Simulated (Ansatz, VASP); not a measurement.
## AlCu3 in VASP and in Ansatz

Contents of INCAR:

```
SYSTEM = AlCu3
PREC = Accurate
ENCUT = 520
EDIFF = 1E-6
ISMEAR = 0
SIGMA = 0.15
LREAL = .False.
LASPH = .True.
NELM = 60
ALGO = Fast
ISIF = 2
LWAVE = .False.
LCHARG = .True.
GGA = CA
LELF = .True.
LVHAR = .True.
NBANDS = 26
```

The input KPOINTS:

```
regular mesh
0
Gamma
  12 12 12
  0 0 0
```

The input POSCAR:

```
AlCu3
1.0
    3.6188147484      0.0000000000      0.0000000000
    0.0000000000      3.6188147484      0.0000000000
    0.0000000000      0.0000000000      3.6188147484
Al Cu
1 3
Direct
    0.0000000000      0.0000000000      0.0000000000
    0.5000000000      0.4893007179      0.0000000000
    0.5000000000      0.0000000000      0.5000000000
    0.0000000000      0.5106992821      0.5000000000
```

Input for Ansatz:

```yaml
crystal:
  lattice:
    - [3.6188147484, 0.0, 0.0]
    - [0.0, 3.6188147484, 0.0]
    - [0.0, 0.0, 3.6188147484]
  atoms:
    - { symbol: Al, position: [0.0, 0.0, 0.0] }
    - { symbol: Cu, position: [0.5, 0.4893007179, 0.0] }
    - { symbol: Cu, position: [0.5, 0.0, 0.5] }
    - { symbol: Cu, position: [0.0, 0.5106992821, 0.5] }
basis:
  ecutwfc: 520.0
kpoints:
  mp_grid: { grid: [12, 12, 12] }
hamiltonian:
  xc: lda
  pseudopotentials: { kind: paw, azcp: { folder: soft_1 } }
scf:
  occupations: { method: gaussian, width: 0.15 }
output:
  forces: true
  stress: true
  eigenvalues: true
```

Change from the starting cell: mode 5 frozen in at -0.038 Å, equal normal strain along x, y and z +0.0083.

Alike in both runs: task single point; functional LDA; k mesh 12 × 12 × 12; occupations gaussian, width 0.15 eV; no spin polarisation.

|  | VASP | Ansatz |
| --- | --- | --- |
| version | VASP 6.6.1 | Ansatz 0.2.0 |
| potentials or method | VASP PAW LDA potentials, release 64 (Al, Cu), cutoff 520 eV | scalar-relativistic, plane waves, PAW |
| valence electrons in the cell | 36 | 60 |

|  | VASP | Ansatz | Ansatz less VASP |
| --- | --- | --- | --- |
| gap on the k mesh at the Fermi level (eV) | none | none | - |
| pressure (GPa) | -3.1 | -3.8 | -0.68 |
| rms of the force components (eV/Å) | 0.094 | 0.093 | -0.0013 |

Ansatz warns that its potentials were made for another functional, while VASP's fit it. LDA's correlation is that of Perdew and Zunger in VASP and of Perdew and Wang (1992) in Ansatz. Atom by atom the forces differ by 0.001 eV/Å (rms over components). A gap of «none» marks a metal or a gap that the smearing closes. VASP's potentials hold 36 valence electrons a cell and Ansatz's 60, so a difference there can come from the potentials and not from the codes.
